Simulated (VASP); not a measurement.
Ir: single point with LDA

Crystal: Ir.

```
CELL_PARAMETERS angstrom
0.00000 1.77706 2.07383
1.77706 0.00000 2.07383
1.77706 1.77706 0.00000
ATOMIC_POSITIONS crystal
Ir 0.00000 0.00000 0.00000
```

```json
{
 "Program": "VASP 6.6.1",
 "Task": "single point",
 "Functional": "LDA",
 "Potentials or basis": "VASP PAW LDA potentials, release 64 (Ir_sv_GW)",
 "Cutoff": "560 eV",
 "k mesh": "22 × 22 × 22",
 "Occupations": "gaussian, width 0.15 eV",
 "Spin": "no spin polarisation"
}
```

* Pressure: 32.7 GPa
* Band gap on the k mesh: zero (an odd number of electrons rules out a gap without spin polarisation)

Stress tensor (GPa, compression positive):
```
 55.86   0.00   0.00
  0.00  55.86   0.00
  0.00   0.00 -13.74
```

Levels at points of the mesh, in eV from the Fermi level:
```csv
k point,band 4,band 5,band 6,band 7,band 8,band 9,band 10,band 11,band 12,band 13
"(0.00, 0.00, 0.00)",-49.22,-11.87,-5.82,-3.35,-3.35,-3.06,0.19,13.84,16.30,21.13
"(0.50, 0.00, 0.00)",-49.25,-8.87,-5.52,-3.28,-0.76,0.61,1.47,8.48,12.74,19.25
"(0.50, 0.50, 0.00)",-49.44,-8.92,-8.18,-0.26,1.43,1.57,1.57,8.82,13.82,13.82
"(0.50, 0.00, 0.50)",-49.61,-8.80,-8.04,0.38,0.59,3.04,3.08,10.17,12.25,13.47
```

It took 93 s on 1 thread of Intel(R) Xeon(R) Platinum 8375C CPU @ 2.90GHz (Ice Lake), with other jobs on the host, peak memory 0.29 GiB.

Caveat: the stress differs along the axes, from -14 to 56 GPa; spin-orbit coupling is left out, which moves the levels of the heavy elements.
